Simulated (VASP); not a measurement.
# P (P6/mmm) in VASP: single point with PBEsol

Aim: the single point of P with PBEsol.

All numbers are computed with VASP 6.6.1; they aren't measurements. Logs are shortened: lines on timing, memory, paths and dates and some standing lists are left out, and cuts for length are marked.

## Step 1: The cell of the first run

Symmetry: P6/mmm, No. 191, hexagonal system. Conventional cell: a = 4.044 Å, b = 4.044 Å, c = 2.320 Å, α = 90.00°, β = 90.00°, γ = 120.00°. P (site symmetry -6m2) has 5 P at 2.32 to 2.33 Å within 3.1 Å.

This isn't the form of P at room conditions, which is orthorhombic.

## Step 2: Single point, PBEsol

The input, INCAR:

```
PREC     = Accurate       # precision mode
ENCUT    = 520            # plane-wave cutoff, eV
EDIFF    = 1E-6           # SCF threshold, eV
ISMEAR   = 0              # smearing method
SIGMA    = 0.1            # smearing width, eV
LREAL    = False          # projectors in reciprocal space
LASPH    = True           # aspherical terms in the spheres
NELM     = 100            # most SCF steps
ALGO     = Normal         # electronic algorithm
ISIF     = 2              # what is computed and relaxed
LWAVE    = False          # write WAVECAR
LCHARG   = True           # write CHGCAR
GGA      = PS             # functional
LELF     = True           # ELF
LVHAR    = True         
NBANDS   = 12             # bands
```

The input, KPOINTS:

```
regular mesh
0
Gamma
  18 18 24
```

The input, POSCAR:

```
P
1.0
    4.0435602317      0.0000000000      0.0000000000
   -2.0217801158      3.5018258824      0.0000000000
    0.0000000000      0.0000000000      2.3204695444
P
2
Direct
    0.3333333333      0.6666666667      0.0000000000
    0.6666666667      0.3333333333      0.0000000000
```

Potentials or basis: VASP PAW PBE potentials, release 64 (P).

Started as:

```sh
$ cat potpaw_PBE.64/P/POTCAR > POTCAR
$ mpirun -np 1 vasp_std > vasp.out
```

OUTCAR:

```text
PREC = Accurate
   ENCUT = 520
   EDIFF = 1E-6
   ISMEAR = 0
   LREAL = False
   LASPH = True
   NELM = 100
   ISIF = 2
   GGA = PS

 ion  position               nearest neighbor table
   1  0.333  0.667  0.000-   2 2.33   2 2.33   2 2.33
   2  0.667  0.333  0.000-   1 2.33   1 2.33   1 2.33

  LATTYP: Found a hexagonal cell.
 ALAT       =     4.0435602317
 C/A-ratio  =     0.5738679311

  Lattice vectors:

 A1 = (   4.0435602317,   0.0000000000,   0.0000000000)
 A2 = (  -2.0217801158,   3.5018258824,   0.0000000000)
 A3 = (   0.0000000000,   0.0000000000,   2.3204695444)

Analysis of symmetry for initial positions (statically):
=====================================================================
 Subroutine PRICEL returns:
 Original cell was already a primitive cell.

 Routine SETGRP: Setting up the symmetry group for a
 hexagonal supercell.

 Subroutine GETGRP returns: Found 24 space group operations
 (whereof 24 operations were pure point group operations)
 out of a pool of 24 trial point group operations.

The static configuration has the point symmetry D_6h.

Analysis of symmetry for dynamics (positions and initial velocities):
=====================================================================
 Subroutine PRICEL returns:
 Original cell was already a primitive cell.

 Routine SETGRP: Setting up the symmetry group for a
 hexagonal supercell.

 Subroutine GETGRP returns: Found 24 space group operations
 (whereof 24 operations were pure point group operations)
 out of a pool of 24 trial point group operations.

The dynamic configuration has the point symmetry D_6h.

 Subroutine INISYM returns: Found 24 space group operations
 (whereof 24 operations are pure point group operations),
 and found     1 'primitive' translations

----------------------------------------------------------------------------------------

                                     Primitive cell

  volume of cell :      32.8575

  direct lattice vectors                    reciprocal lattice vectors
     4.043560232  0.000000000  0.000000000     0.247306814  0.142782656  0.000000000
    -2.021780116  3.501825882  0.000000000     0.000000000  0.285565312  0.000000000
     0.000000000  0.000000000  2.320469544     0.000000000  0.000000000  0.430947263

  length of vectors
     4.043560232  4.043560232  2.320469544     0.285565312  0.285565312  0.430947263

  position of ions in fractional coordinates (direct lattice)
     0.333333333  0.666666667  0.000000000
     0.666666667  0.333333333  0.000000000

  ion indices of the primitive-cell ions
   primitive index   ion index
                 1           1
                 2           2

----------------------------------------------------------------------------------------

 KPOINTS: regular mesh

Automatic generation of k-mesh.
 Grid dimensions read from file:
 generate k-points for:   18   18   24

 Generating k-lattice:

  Cartesian coordinates                     Fractional coordinates (reciprocal lattice)
     0.013739267  0.007932370  0.000000000     0.055555556  0.000000000  0.000000000
     0.000000000  0.015864740  0.000000000     0.000000000  0.055555556  0.000000000
     0.000000000  0.000000000  0.017956136     0.000000000  0.000000000  0.041666667

  Length of vectors
     0.015864740  0.015864740  0.017956136

  Shift w.r.t. Gamma in fractional coordinates (k-lattice)
     0.000000000  0.000000000  0.000000000

 Subroutine IBZKPT returns following result:
 ===========================================

 Found    481 irreducible k-points:

 Following reciprocal coordinates:
            Coordinates               Weight
  0.000000  0.000000  0.000000      1.000000
  0.055556  0.000000  0.000000      6.000000
  0.111111  0.000000  0.000000      6.000000
  0.166667  0.000000  0.000000      6.000000
  0.222222  0.000000  0.000000      6.000000
  0.277778  0.000000  0.000000      6.000000
[... 16 lines left out ...]
  0.333333  0.111111  0.000000     12.000000
  0.388889  0.111111  0.000000     12.000000
 [... further k-points ...]
   k-points           NKPTS =    481   k-points in BZ     NKDIM =    481   number of bands    NBANDS=     12
   number of dos      NEDOS =    301   number of ions     NIONS =      2
   total plane-waves  NPLWV =  16200
   dimension x,y,z NGX =    30 NGY =   30 NGZ =   18
   dimension x,y,z NGXF=    60 NGYF=   60 NGZF=   36
   ions per type =               2
   NGX,Y,Z   is equivalent  to a cutoff of  12.33, 12.33, 12.90 a.u.
   NGXF,Y,Z  is equivalent  to a cutoff of  24.67, 24.67, 25.79 a.u.
 SYSTEM =  unknown system
   PREC   = accura    normal or accurate (medium, high low for compatibility)
   ISTART =      0    job   : 0-new  1-cont  2-samecut
   ICHARG =      2    charge: 1-file 2-atom 10-const
   ISPIN  =      1    spin polarized calculation?
   LNONCOLLINEAR =      F non collinear calculations
   LSORBIT =      F    spin-orbit coupling
   LASPH  =      T    aspherical Exc in radial PAW
   ENCUT  =  520.0 eV  38.22 Ry    6.18 a.u.   7.52  7.52  4.31*2*pi/ulx,y,z
   NELM   =    100;   NELMIN=  2; NELMDL= -5     # of ELM steps
   EDIFF  = 0.1E-05   stopping-criterion for ELM
   LREAL  =      F    real-space projection
   EDIFFG = 0.1E-04   stopping-criterion for IOM
   NSW    =      0    number of steps for IOM
   IBRION =     -1    ionic relax: 0-MD 1-quasi-New 2-CG
   NFREE  =      0    steps in history (QN), initial steepest desc. (CG)
   ISIF   =      2    stress and relaxation
   ISYM   =      2    0-nonsym 1-usesym 2-fastsym
   POTIM  = 0.5000    time-step for ionic-motion
   TEBEG  =    0.0;   TEEND  =   0.0 temperature during run
   PSTRESS=    0.0 pullay stress
   NELECT =      10.0000    total number of electrons
   NUPDOWN=      -1.0000    fix difference up-down
   EMIN   =  10.00;   EMAX   =-10.00  energy-range for DOS
   EFERMI =   0.00;   METHOD = LEGACY
   ISMEAR =     0;   SIGMA  =   0.10  broadening in eV -4-tet -1-fermi 0-gaus
   EFERMI_NEDOS =   21; number of points for ismear=-14 and -15
   IALGO  =     38    algorithm
   IMIX   =      4    mixing-type and parameters
     AMIX     =   0.40;   BMIX     =  1.00
     AMIX_MAG =   1.60;   BMIX_MAG =  1.00
  volume/ion in A,a.u.               =      16.43       110.87
  Fermi-wavevector in a.u.,A,eV,Ry     =   1.101193  2.080953 16.498774  1.212626
  Thomas-Fermi vector in A             =   2.237616
   LORBIT       =      0    0 simple, 1 ext, 2 COOP (PROOUT), +10 PAW based schemes
   GGA     = PS    functional components
   LHFCALC =     F    Hartree Fock is set to
   AEXX    =    0.0000 exact exchange contribution
   IVDW    =     0    specifies the selected vdW correction
   LEPSILON=     F    determine dielectric tensor
   LRPA    =     F    only Hartree local field effects (RPA)
 non-spin polarized calculation
 Gauss-broadening in eV      SIGMA  =   0.10
  energy-cutoff  :      520.00
  volume of cell :       32.86
 maximum number of plane-waves:       909
   NGX = 15   NGY = 15   NGZ =  9

 number of electron      10.0000000 magnetization

 number of electron       9.9999999 magnetization

 Free energy of the ion-electron system (eV)
  ---------------------------------------------------
  ext. energy  EPLUGINS =         0.00000000
  ---------------------------------------------------
  free energy    TOTEN  =       -11.10661941 eV

  energy without entropy =      -11.10142561  energy(sigma->0) =      -11.10402251

 E-fermi :   8.4151     XC(G=0): -10.5907

 val. band max:        8.4084017504   @ k =   0.1667   0.0556   0.0833
 cond. band min:       8.4196710544   @ k =   0.4444   0.0000   0.2083
 fundamental gap:      0.0112693039
 Fermi energy:         8.4150625933

 k-point     1 :       0.0000    0.0000    0.0000
  band No.  band energies     occupation
      1      -8.4351      2.00000
      2      -0.2483      2.00000
      3       1.9669      2.00000
      4       1.9669      2.00000
      5       6.9122      2.00000
      6       6.9122      2.00000
      7      12.3734      0.00000
      8      15.1950      0.00000
      9      17.8153      0.00000
     10      20.2274      0.00000
     11      24.6845      0.00000
     12      24.6899      0.00000

 k-point     2 :       0.0556    0.0000    0.0000
  band No.  band energies     occupation
      1      -8.4059      2.00000
      2      -0.5153      2.00000
      3       1.9223      2.00000
      4       2.2143      2.00000
      5       6.8895      2.00000
      6       7.0198      2.00000
      7      12.5373      0.00000
      8      15.2172      0.00000
      9      17.7902      0.00000
     10      20.1595      0.00000
     11      23.8352      0.00000
     12      23.8495      0.00000

 k-point     3 :       0.1111    0.0000    0.0000
  band No.  band energies     occupation
      1      -8.3187      2.00000
      2      -1.1026      2.00000
      3       1.8016      2.00000
      4       2.7260      2.00000
      5       6.8640      2.00000
      6       7.3295      2.00000
      7      13.0017      0.00000
      8      15.2833      0.00000
      9      17.6947      0.00000
     10      19.9671      0.00000
     11      22.6374      0.00000
     12      22.8305      0.00000
[... 286 lines left out ...]
 k-point    23 :       0.3333    0.1111    0.0000
  band No.  band energies     occupation
      1      -7.0557      2.00000
      2      -4.4464      2.00000
      3       0.6378      2.00000
      4       4.4557      2.00000
      5       8.6391      0.00153
      6      11.5133      0.00000
      7      13.6511      0.00000
      8      16.2178      0.00000
      9      16.9899      0.00000
     10      17.9317      0.00000
     11      18.1302      0.00000
     12      20.6286      0.00000

 k-point    24 :       0.3889    0.1111    0.0000
  band No.  band energies     occupation
      1      -6.7814      2.00000
      2      -4.8565      2.00000
      3       0.5479      2.00000
      4       4.4475      2.00000
      5       9.3754      0.00000
      6      12.2880      0.00000
      7      12.7401      0.00000
      8      16.1788      0.00000
      9      16.4108      0.00000
     10      17.8627      0.00000
     11      18.6097      0.00000
     12      20.6392      0.00000

 [... further k-points ...]
[... 5 lines left out ...]
  --------------------------------------------------------------------------------------
  -------------------------------------------------------------------------------------
  Total        0.0180065      0.0180065      0.0087562      0.0000000      0.0000000     -0.0000000
  in kB        0.8780215      0.8780215      0.4269664      0.0000000      0.0000000     -0.0000000
  external PRESSURE =       0.7276698 kB  Pullay stress =       0.0000000 kB

 VOLUME and BASIS-vectors are now :
 -----------------------------------------------------------------------------
  energy-cutoff  :      520.00
  volume of cell :       32.86
      direct lattice vectors                 reciprocal lattice vectors
     4.043560232  0.000000000  0.000000000     0.247306814  0.142782656  0.000000000
    -2.021780116  3.501825882  0.000000000     0.000000000  0.285565312  0.000000000
     0.000000000  0.000000000  2.320469544     0.000000000  0.000000000  0.430947263

 POSITION                                       TOTAL-FORCE (eV/Angst)
 -----------------------------------------------------------------------------------
     -0.00000      2.33455      0.00000         0.000000      0.000000     -0.000000
      2.02178      1.16728      0.00000        -0.000000      0.000000      0.000000
 -----------------------------------------------------------------------------------
    total drift:                               -0.000000      0.000000      0.000000

  FREE ENERGIE OF THE ION-ELECTRON SYSTEM (eV)
  ---------------------------------------------------
  free  energy   TOTEN  =       -11.1066194104 eV

  energy  without entropy=      -11.1014256106  energy(sigma->0) =      -11.10402251
```

It took 60 s on 1 thread of AMD EPYC 9R45 (Zen 5), shared host; peak memory 0.22 GiB.

What came out:

- Free energy: -11.1066 eV
- Pressure: 0.1 GPa
- Band gap on the k mesh: zero (bands 5 and 6 overlap by 3.73 eV)

Levels at points of the mesh, in eV from the Fermi level:
```csv
k point,band 2,band 3,band 4,band 5,band 6,band 7,band 8,band 9
"(0.00, 0.00, 0.00)",-8.66,-6.45,-6.45,-1.50,-1.50,3.96,6.78,9.40
"(0.50, 0.00, 0.00)",-13.34,-7.49,-4.72,2.16,3.41,4.66,6.56,8.00
"(0.00, 0.00, 0.50)",-9.11,-3.31,-2.66,-2.66,-1.57,2.66,2.66,3.75
"(0.50, 0.00, 0.50)",-7.98,-7.68,-6.08,-3.55,0.66,2.49,3.62,7.11
```

Caveat: the PAW data sets were made with another functional, which shifts forces and pressure a little.
